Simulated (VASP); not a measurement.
# Al (Fm-3m) in VASP: further runs

Runs on Al. Level: r2SCAN. Tasks: single point.

All numbers are computed with VASP 6.6.1; they aren't measurements. Logs are shortened: lines on timing, memory, paths and dates and some standing lists are left out, and cuts for length are marked.

### Step 1. The cell of the first run

It takes space group Fm-3m (No. 225, cubic). Conventional cell: a = 3.993 Å, b = 3.993 Å, c = 3.993 Å, α = 90.00°, β = 90.00°, γ = 90.00°. Al (site symmetry m-3m) has 12 Al at 2.82 Å within 3.7 Å.

### Step 2. Single point, r2SCAN

POSCAR reads:

```
Al
1.0
    0.0000000000      1.9966927595      1.9966927595
    1.9966927595      0.0000000000      1.9966927595
    1.9966927595      1.9966927595      0.0000000000
Al
1
Direct
    0.0000000000      0.0000000000      0.0000000000
```

INCAR.step1 reads:

```
PREC = Accurate
ENCUT = 520
ISMEAR = -1
SIGMA = 0.1
LREAL = False
LASPH = True
NELM = 80
NBANDS = 8
GGA = PE
ALGO = Normal
EDIFF = 1E-4
LWAVE = True
LCHARG = False
```

INCAR.step2 reads:

```
PREC = Accurate
ENCUT = 520
EDIFF = 1E-6
ISMEAR = -1
SIGMA = 0.1
LREAL = False
LASPH = True
NELM = 80
ALGO = Normal
ISIF = 2
LWAVE = False
LCHARG = False
METAGGA = R2SCAN
LMIXTAU = True
NBANDS = 8
ISTART = 1
```

KPOINTS reads:

```
regular mesh
0
Gamma
  11 11 11
```

Potentials or basis: VASP PAW PBE potentials, release 64 (Al).

Started as:

```bash
cat potpaw_PBE.64/Al/POTCAR > POTCAR
cp INCAR.step1 INCAR
mpirun -np 1 vasp_std > vasp.out
cp INCAR.step2 INCAR
mpirun -np 1 vasp_std > vasp.out
```

OUTCAR:

```text
PREC = Accurate
   ENCUT = 520
   EDIFF = 1E-6
   ISMEAR = -1
   LREAL = False
   LASPH = True
   NELM = 80
   ISIF = 2
   METAGGA = R2SCAN
   ISTART = 1

 ion  position               nearest neighbor table
   1  0.000  0.000  0.000-

  LATTYP: Found a face centered cubic cell.
 ALAT       =     3.9933855190

  Lattice vectors:

 A1 = (   0.0000000000,   1.9966927595,   1.9966927595)
 A2 = (   1.9966927595,   0.0000000000,   1.9966927595)
 A3 = (   1.9966927595,   1.9966927595,   0.0000000000)

Analysis of symmetry for initial positions (statically):
=====================================================================
 Subroutine PRICEL returns:
 Original cell was already a primitive cell.

 Routine SETGRP: Setting up the symmetry group for a
 face centered cubic supercell.

 Subroutine GETGRP returns: Found 48 space group operations
 (whereof 48 operations were pure point group operations)
 out of a pool of 48 trial point group operations.

The static configuration has the point symmetry O_h .

Analysis of symmetry for dynamics (positions and initial velocities):
=====================================================================
 Subroutine PRICEL returns:
 Original cell was already a primitive cell.

 Routine SETGRP: Setting up the symmetry group for a
 face centered cubic supercell.

 Subroutine GETGRP returns: Found 48 space group operations
 (whereof 48 operations were pure point group operations)
 out of a pool of 48 trial point group operations.

The dynamic configuration has the point symmetry O_h .

 Subroutine INISYM returns: Found 48 space group operations
 (whereof 48 operations are pure point group operations),
 and found     1 'primitive' translations

----------------------------------------------------------------------------------------

                                     Primitive cell

  volume of cell :      15.9208

  direct lattice vectors                    reciprocal lattice vectors
     0.000000000  1.996692759  1.996692759    -0.250414090  0.250414090  0.250414090
     1.996692759  0.000000000  1.996692759     0.250414090 -0.250414090  0.250414090
     1.996692759  1.996692759  0.000000000     0.250414090  0.250414090 -0.250414090

  length of vectors
     2.823749980  2.823749980  2.823749980     0.433729926  0.433729926  0.433729926

  position of ions in fractional coordinates (direct lattice)
     0.000000000  0.000000000  0.000000000

  ion indices of the primitive-cell ions
   primitive index   ion index
                 1           1

----------------------------------------------------------------------------------------

 KPOINTS: regular mesh

Automatic generation of k-mesh.
 Grid dimensions read from file:
 generate k-points for:   11   11   11

 Generating k-lattice:

  Cartesian coordinates                     Fractional coordinates (reciprocal lattice)
    -0.022764917  0.022764917  0.022764917     0.090909091  0.000000000  0.000000000
     0.022764917 -0.022764917  0.022764917     0.000000000  0.090909091  0.000000000
     0.022764917  0.022764917 -0.022764917     0.000000000  0.000000000  0.090909091

  Length of vectors
     0.039429993  0.039429993  0.039429993

  Shift w.r.t. Gamma in fractional coordinates (k-lattice)
     0.000000000  0.000000000  0.000000000

 Subroutine IBZKPT returns following result:
 ===========================================

 Found     56 irreducible k-points:

 Following reciprocal coordinates:
            Coordinates               Weight
  0.000000  0.000000  0.000000      1.000000
  0.090909  0.000000  0.000000      8.000000
  0.181818  0.000000  0.000000      8.000000
  0.272727  0.000000  0.000000      8.000000
  0.363636  0.000000  0.000000      8.000000
  0.454545  0.000000  0.000000      8.000000
[... 16 lines left out ...]
 -0.272727  0.181818  0.000000     24.000000
 -0.181818  0.181818  0.000000     12.000000
 [... further k-points ...]
   k-points           NKPTS =     56   k-points in BZ     NKDIM =     56   number of bands    NBANDS=      8
   number of dos      NEDOS =    301   number of ions     NIONS =      1
   total plane-waves  NPLWV =  13824
   dimension x,y,z NGX =    24 NGY =   24 NGZ =   24
   dimension x,y,z NGXF=    48 NGYF=   48 NGZF=   48
   ions per type =               1
   NGX,Y,Z   is equivalent  to a cutoff of  14.13, 14.13, 14.13 a.u.
   NGXF,Y,Z  is equivalent  to a cutoff of  28.26, 28.26, 28.26 a.u.
 SYSTEM =  unknown system
   PREC   = accura    normal or accurate (medium, high low for compatibility)
   ISTART =      1    job   : 0-new  1-cont  2-samecut
   ICHARG =      0    charge: 1-file 2-atom 10-const
   ISPIN  =      1    spin polarized calculation?
   LNONCOLLINEAR =      F non collinear calculations
   LSORBIT =      F    spin-orbit coupling
   LASPH  =      T    aspherical Exc in radial PAW
   ENCUT  =  520.0 eV  38.22 Ry    6.18 a.u.   5.25  5.25  5.25*2*pi/ulx,y,z
   NELM   =     80;   NELMIN=  2; NELMDL=  0     # of ELM steps
   EDIFF  = 0.1E-05   stopping-criterion for ELM
   LREAL  =      F    real-space projection
   EDIFFG = 0.1E-04   stopping-criterion for IOM
   NSW    =      0    number of steps for IOM
   IBRION =     -1    ionic relax: 0-MD 1-quasi-New 2-CG
   NFREE  =      0    steps in history (QN), initial steepest desc. (CG)
   ISIF   =      2    stress and relaxation
   ISYM   =      2    0-nonsym 1-usesym 2-fastsym
   POTIM  = 0.5000    time-step for ionic-motion
   TEBEG  =    0.0;   TEEND  =   0.0 temperature during run
   PSTRESS=    0.0 pullay stress
   NELECT =       3.0000    total number of electrons
   NUPDOWN=      -1.0000    fix difference up-down
   EMIN   =  10.00;   EMAX   =-10.00  energy-range for DOS
   EFERMI =   0.00;   METHOD = LEGACY
   ISMEAR =    -1;   SIGMA  =   0.10  broadening in eV -4-tet -1-fermi 0-gaus
   EFERMI_NEDOS =   21; number of points for ismear=-14 and -15
   IALGO  =     38    algorithm
   IMIX   =      4    mixing-type and parameters
     AMIX     =   0.40;   BMIX     =  1.00
     AMIX_MAG =   1.60;   BMIX_MAG =  1.00
  volume/ion in A,a.u.               =      15.92       107.44
  Fermi-wavevector in a.u.,A,eV,Ry     =   0.938557  1.773616 11.985227  0.880889
  Thomas-Fermi vector in A             =   2.065781
   LORBIT       =      0    0 simple, 1 ext, 2 COOP (PROOUT), +10 PAW based schemes
   METAGGA = R2SCAN    functional components
   LHFCALC =     F    Hartree Fock is set to
   AEXX    =    0.0000 exact exchange contribution
   IVDW    =     0    specifies the selected vdW correction
   LEPSILON=     F    determine dielectric tensor
   LRPA    =     F    only Hartree local field effects (RPA)
 non-spin polarized calculation
  energy-cutoff  :      520.00
  volume of cell :       15.92
 maximum number of plane-waves:       444
 NGX is ok and might be reduce to    24
   NGX = 11   NGY = 11   NGZ = 11

 number of electron       3.0000000 magnetization

 Free energy of the ion-electron system (eV)
  ---------------------------------------------------
  ext. energy  EPLUGINS =         0.00000000
  ---------------------------------------------------
  free energy    TOTEN  =        -6.75119520 eV

  energy without entropy =       -6.73939822  energy(sigma->0) =       -6.74529671

 E-fermi :   8.4053     XC(G=0): -11.0409

 val. band max:        8.3398052694   @ k =  -0.3636   0.3636   0.0000
 cond. band min:       8.4314137763   @ k =   0.4545   0.1818   0.0909
 fundamental gap:      0.0916085069
 Fermi energy:         8.4053441093

 k-point     1 :       0.0000    0.0000    0.0000
  band No.  band energies     occupation
      1      -3.7015      2.00000
      2      21.9218      0.00000
      3      21.9218      0.00000
      4      21.9218      0.00000
      5      24.1146      0.00000
      6      24.1146      0.00000
      7      24.1146      0.00000
      8      26.0169      0.00000

 k-point     2 :       0.0909    0.0000    0.0000
  band No.  band energies     occupation
      1      -3.4572      2.00000
      2      18.8904      0.00000
      3      21.3629      0.00000
      4      21.3629      0.00000
      5      24.5944      0.00000
      6      25.0582      0.00000
      7      25.0582      0.00000
      8      28.1746      0.00000

 k-point     3 :       0.1818    0.0000    0.0000
  band No.  band energies     occupation
      1      -2.7268      2.00000
      2      14.9456      0.00000
      3      20.6361      0.00000
      4      20.6361      0.00000
      5      24.2697      0.00000
      6      25.8428      0.00000
      7      25.8428      0.00000
      8      27.2580      0.00000

 k-point     4 :       0.2727    0.0000    0.0000
  band No.  band energies     occupation
      1      -1.5180      2.00000
      2      11.2287      0.00000
      3      20.2150      0.00000
      4      20.2150      0.00000
      5      24.0041      0.00000
      6      24.0518      0.00000
      7      24.0518      0.00000
      8      28.3984      0.00000

 k-point     5 :       0.3636    0.0000    0.0000
  band No.  band energies     occupation
      1       0.1563      2.00000
      2       7.8597      1.99150
      3      20.1674      0.00000
      4      20.1674      0.00000
      5      22.5054      0.00000
      6      22.5054      0.00000
      7      24.0467      0.00000
      8      26.8090      0.00000
[... 177 lines left out ...]
 k-point    22 :      -0.3636    0.1818    0.0000
  band No.  band energies     occupation
      1       2.3521      2.00000
      2       6.6159      2.00000
      3      13.5315      0.00000
      4      18.3200      0.00000
      5      20.3960      0.00000
      6      25.2083      0.00000
      7      28.1628      0.00000
      8      31.2354      0.00000

 k-point    23 :      -0.2727    0.1818    0.0000
  band No.  band energies     occupation
      1       0.3937      2.00000
      2       9.6195      0.00001
      3      13.4089      0.00000
      4      19.6445      0.00000
      5      21.8000      0.00000
      6      24.9093      0.00000
      7      27.6695      0.00000
      8      28.2061      0.00000

 k-point    24 :      -0.1818    0.1818    0.0000
  band No.  band energies     occupation
      1      -1.1175      2.00000
      2      12.4730      0.00000
      3      14.2560      0.00000
      4      21.3783      0.00000
      5      23.5512      0.00000
      6      24.4441      0.00000
      7      26.0723      0.00000
      8      26.9977      0.00000

 [... further k-points ...]

------------------------ aborting loop because EDIFF is reached ----------------------------------------

  FORCE on cell =-STRESS in cart. coord.  units (eV):
  Direction    XX          YY          ZZ          XY          YZ          ZX
  --------------------------------------------------------------------------------------
  -------------------------------------------------------------------------------------
  Total       -0.0105248     -0.0105248     -0.0105248     -0.0000000     -0.0000000     -0.0000000
  in kB       -1.0591549     -1.0591549     -1.0591549     -0.0000000     -0.0000000     -0.0000000
  external PRESSURE =      -1.0591549 kB  Pullay stress =       0.0000000 kB

 VOLUME and BASIS-vectors are now :
 -----------------------------------------------------------------------------
  energy-cutoff  :      520.00
  volume of cell :       15.92
      direct lattice vectors                 reciprocal lattice vectors
     0.000000000  1.996692759  1.996692759    -0.250414090  0.250414090  0.250414090
     1.996692759  0.000000000  1.996692759     0.250414090 -0.250414090  0.250414090
     1.996692759  1.996692759  0.000000000     0.250414090  0.250414090 -0.250414090

 POSITION                                       TOTAL-FORCE (eV/Angst)
 -----------------------------------------------------------------------------------
      0.00000      0.00000      0.00000         0.000000      0.000000      0.000000
 -----------------------------------------------------------------------------------
    total drift:                                0.000000     -0.000000     -0.000000

  FREE ENERGIE OF THE ION-ELECTRON SYSTEM (eV)
  ---------------------------------------------------
  free  energy   TOTEN  =        -6.7511951955 eV

  energy  without entropy=       -6.7393982223  energy(sigma->0) =       -6.74529671
```

Run time: 16 s. Hardware: 1 thread of Intel Xeon 6975P-C, shared host; peak memory 0.13 GiB.

Results:

```
Free energy : -6.7512 eV
Pressure    : -0.1 GPa
```

Caveat: the PAW data sets were made with another functional, which shifts forces and pressure a little.

### Step 3. Single point, r2SCAN

POSCAR is that of step 2.

INCAR.step1 reads:

```
SYSTEM = Al
  PREC = Accurate
  ENCUT = 520
  ISMEAR = -1
  SIGMA = 0.1
  LREAL = .False.
  LASPH = .True.
  NELM = 100
  NBANDS = 8
  GGA = PE
  ALGO = Normal
  EDIFF = 1E-4
  LWAVE = .True.
  LCHARG = .False.
```

INCAR.step2 reads:

```
SYSTEM = Al
  PREC = Accurate
  ENCUT = 520
  EDIFF = 1E-6
  ISMEAR = -1
  SIGMA = 0.1
  LREAL = .False.
  LASPH = .True.
  NELM = 100
  ALGO = Normal
  ISIF = 2
  LWAVE = .False.
  LCHARG = .True.
  METAGGA = R2SCAN
  LMIXTAU = .True.
  LELF = .True.
  LVHAR = .True.
  NBANDS = 8
  ISTART = 1
```

KPOINTS reads:

```
regular mesh
0
Gamma
  14 14 14
  0 0 0
```

Potentials or basis: VASP PAW PBE potentials, release 64 (Al).

Started as:

```bash
cat potpaw_PBE.64/Al/POTCAR > POTCAR
cp INCAR.step1 INCAR
mpirun -np 1 vasp_std > vasp.out
cp INCAR.step2 INCAR
mpirun -np 1 vasp_std > vasp.out
```

OUTCAR:

```text
SYSTEM = Al
   PREC = Accurate
   ENCUT = 520
   EDIFF = 1E-6
   ISMEAR = -1
   LREAL = .False.
   LASPH = .True.
   NELM = 100
   ISIF = 2
   METAGGA = R2SCAN
   ISTART = 1

 ion  position               nearest neighbor table
   1  0.000  0.000  0.000-

  LATTYP: Found a face centered cubic cell.
 ALAT       =     3.9933855190

  Lattice vectors:

 A1 = (   0.0000000000,   1.9966927595,   1.9966927595)
 A2 = (   1.9966927595,   0.0000000000,   1.9966927595)
 A3 = (   1.9966927595,   1.9966927595,   0.0000000000)

Analysis of symmetry for initial positions (statically):
=====================================================================
 Subroutine PRICEL returns:
 Original cell was already a primitive cell.

 Routine SETGRP: Setting up the symmetry group for a
 face centered cubic supercell.

 Subroutine GETGRP returns: Found 48 space group operations
 (whereof 48 operations were pure point group operations)
 out of a pool of 48 trial point group operations.

The static configuration has the point symmetry O_h .

Analysis of symmetry for dynamics (positions and initial velocities):
=====================================================================
 Subroutine PRICEL returns:
 Original cell was already a primitive cell.

 Routine SETGRP: Setting up the symmetry group for a
 face centered cubic supercell.

 Subroutine GETGRP returns: Found 48 space group operations
 (whereof 48 operations were pure point group operations)
 out of a pool of 48 trial point group operations.

The dynamic configuration has the point symmetry O_h .

 Subroutine INISYM returns: Found 48 space group operations
 (whereof 48 operations are pure point group operations),
 and found     1 'primitive' translations

----------------------------------------------------------------------------------------

                                     Primitive cell

[... 109 lines left out ...]
  volume/ion in A,a.u.               =      15.92       107.44
  Fermi-wavevector in a.u.,A,eV,Ry     =   0.938557  1.773616 11.985227  0.880889
  Thomas-Fermi vector in A             =   2.065781
   LORBIT       =      0    0 simple, 1 ext, 2 COOP (PROOUT), +10 PAW based schemes
   METAGGA = R2SCAN    functional components
   LHFCALC =     F    Hartree Fock is set to
   AEXX    =    0.0000 exact exchange contribution
   IVDW    =     0    specifies the selected vdW correction
   LEPSILON=     F    determine dielectric tensor
   LRPA    =     F    only Hartree local field effects (RPA)
 non-spin polarized calculation
  energy-cutoff  :      520.00
  volume of cell :       15.92
 maximum number of plane-waves:       444
 NGX is ok and might be reduce to    24
   NGX = 11   NGY = 11   NGZ = 11

 number of electron       3.0000000 magnetization

 Free energy of the ion-electron system (eV)
  ---------------------------------------------------
  ext. energy  EPLUGINS =         0.00000000
  ---------------------------------------------------
  free energy    TOTEN  =        -6.73968138 eV

  energy without entropy =       -6.72700319  energy(sigma->0) =       -6.73334229

 E-fermi :   8.3765     XC(G=0): -11.0403

 val. band max:        8.2768954947   @ k =  -0.3571   0.4286   0.2143
 cond. band min:       8.3871503258   @ k =   0.5000   0.2857   0.0000
 fundamental gap:      0.1102548310
 Fermi energy:         8.3765478142

 k-point     1 :       0.0000    0.0000    0.0000
  band No.  band energies     occupation
      1      -3.7003      2.00000
      2      21.9199      0.00000
      3      21.9199      0.00000
      4      21.9199      0.00000
      5      24.1142      0.00000
      6      24.1142      0.00000
      7      24.1142      0.00000
      8      26.0155      0.00000
[... 243 lines left out ...]
 k-point    24 :       0.2857    0.1429    0.0000
  band No.  band energies     occupation
      1      -1.5041      2.00000
      2      13.0273      0.00000
      3      17.6224      0.00000
      4      19.0499      0.00000
      5      19.8798      0.00000
      6      24.0940      0.00000
      7      28.1897      0.00000
      8      28.8469      0.00000

 [... further k-points ...]

------------------------ aborting loop because EDIFF is reached ----------------------------------------

  FORCE on cell =-STRESS in cart. coord.  units (eV):
  Direction    XX          YY          ZZ          XY          YZ          ZX
  --------------------------------------------------------------------------------------
  -------------------------------------------------------------------------------------
  Total       -0.0516364     -0.0516364     -0.0516364     -0.0000000      0.0000000      0.0000000
  in kB       -5.1964072     -5.1964072     -5.1964072     -0.0000000      0.0000000      0.0000000
  external PRESSURE =      -5.1964072 kB  Pullay stress =       0.0000000 kB

 VOLUME and BASIS-vectors are now :
 -----------------------------------------------------------------------------
  energy-cutoff  :      520.00
  volume of cell :       15.92
      direct lattice vectors                 reciprocal lattice vectors
     0.000000000  1.996692759  1.996692759    -0.250414090  0.250414090  0.250414090
     1.996692759  0.000000000  1.996692759     0.250414090 -0.250414090  0.250414090
     1.996692759  1.996692759  0.000000000     0.250414090  0.250414090 -0.250414090

 POSITION                                       TOTAL-FORCE (eV/Angst)
 -----------------------------------------------------------------------------------
      0.00000      0.00000      0.00000        -0.000000      0.000000     -0.000000
 -----------------------------------------------------------------------------------
    total drift:                               -0.000000      0.000000      0.000000

  FREE ENERGIE OF THE ION-ELECTRON SYSTEM (eV)
  ---------------------------------------------------
  free  energy   TOTEN  =        -6.7396813849 eV

  energy  without entropy=       -6.7270031915  energy(sigma->0) =       -6.73334229
```

It took 27 s on 1 thread of Intel Xeon 6975P-C, shared host; peak memory 0.14 GiB.

Results:

- Free energy: -6.7397 eV
- Pressure: -0.5 GPa

Levels at points of the mesh, in eV from the Fermi level:
| k point | band 1 | band 2 | band 3 | band 4 | band 5 | band 6 |
| --- | --- | --- | --- | --- | --- | --- |
| (0.00, 0.00, 0.00) | -12.08 | 13.54 | 13.54 | 13.54 | 15.74 | 15.74 |
| (0.50, 0.00, 0.00) | -5.13 | -4.56 | 12.27 | 12.27 | 12.74 | 12.74 |
| (0.50, 0.50, 0.00) | -3.23 | -1.65 | 5.49 | 6.20 | 6.20 | 10.29 |

Caveat: the PAW data sets were made with another functional, which shifts forces and pressure a little.

(Continued in part 2 of 2.)
